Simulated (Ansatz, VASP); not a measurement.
Two plane-wave programs on Na

File INCAR:

```
  PREC = Accurate
  ENCUT = 520
  EDIFF = 1E-6
  ISMEAR = -1
  SIGMA = 0.1
  LREAL = False
  LASPH = True
  NELM = 80
  ALGO = Normal
  ISIF = 2
  LWAVE = False
  LCHARG = True
  LELF = True
  LVHAR = True
  NBANDS = 10
```

The input KPOINTS:

```
Automatic mesh
0
Gamma
  11 11 11
```

File POSCAR:

```
Na
1.0
    3.2549036147      0.0000000000      0.0000000000
    0.0000000000      3.2549036147      0.0000000000
    0.0000000000      0.0000000000      3.2549036147
Na
1
Direct
    0.0000000000      0.0000000000      0.0000000000
```

Input for Ansatz:

```yaml
crystal:
  lattice:
    - [3.2549036147, 0.0, 0.0]
    - [0.0, 3.2549036147, 0.0]
    - [0.0, 0.0, 3.2549036147]
  atoms:
    - { symbol: Na, position: [0.0, 0.0, 0.0] }
hamiltonian:
  xc: lda
  pseudopotentials:
    kind: paw
    azcp:
      Na: "pseudopotentials/Na.paw.azcp"
basis:
  ecutwfc: 420
  fft_grid_basis: typed
kpoints:
  mp_grid: { grid: [11, 11, 11], shift: [0, 0, 0] }
magnetization:
  spin_polarized: false
scf:
  occupations: { method: fermi_dirac, width: 0.1 }
  lower_state_search: "off"
output:
  stress: true
```

Alike in both runs: task single point; functional LDA; k mesh 11 × 11 × 11; occupations fermi-dirac, width 0.1 eV; no spin polarisation.

|  | VASP | Ansatz |
| --- | --- | --- |
| version | VASP 6.6.1 | Ansatz 0.2.0 |
| potentials or method | VASP PAW LDA potentials, release 64 (Na_pv), cutoff 520 eV | plane waves (420 eV) with PAW, scalar-relativistic |
| valence electrons in the cell | 7 | 9 |

Ansatz gave:

- pressure (GPa): 0.3

Estimate VASP's values.

pressure (GPa): 0.2.

Ansatz warns that its potentials were made for another functional, while VASP's fit it. LDA's correlation is that of Perdew and Zunger in VASP and of Perdew and Wang (1992) in Ansatz. VASP's potentials hold 7 valence electrons a cell and Ansatz's 9, so a difference there can come from the potentials and not from the codes.
